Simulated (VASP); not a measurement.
The system is ZnS (Wurtzite-6H).

```
CELL_PARAMETERS angstrom
3.83725 0.00000 0.00000
-1.91862 3.32315 0.00000
0.00000 0.00000 18.81377
ATOMIC_POSITIONS crystal
Zn 0.33333 0.66667 0.83333
Zn 0.66667 0.33333 0.33333
Zn 0.66667 0.33333 0.66667
Zn 0.33333 0.66667 0.16667
Zn 0.00000 0.00000 0.50000
Zn 0.00000 0.00000 0.00000
S 0.33333 0.66667 0.95833
S 0.66667 0.33333 0.45833
S 0.66667 0.33333 0.79167
S 0.33333 0.66667 0.29167
S 0.00000 0.00000 0.62500
S 0.00000 0.00000 0.12500
```

Base run:

* Program: VASP 6.6.1
* Functional: PBE
* Potentials or basis: VASP PAW PBE potentials, release 64 (Zn, S)
* Cutoff: 520 eV
* k mesh: 8 × 8 × 2
* Occupations: fermi-dirac, width 0.05 eV
* Spin: no spin polarisation

Its results: band gap on the k mesh 2.08 eV, direct; pressure 0.8 GPa; largest force 0.027 eV/Å.

Q: The run is repeated on the same cell with these changes: functional from PBE to r2SCAN; dispersion from none to rVV10. What comes out?

A: Band gap on the k mesh 2.59 eV, direct; pressure -2.4 GPa; largest force 0.032 eV/Å.

Several settings changed at once, so the effect can't be laid on one alone.

Caveats: the PAW data sets were made with another functional, which shifts forces and pressure a little (some runs).

A k mesh can miss the band edges.
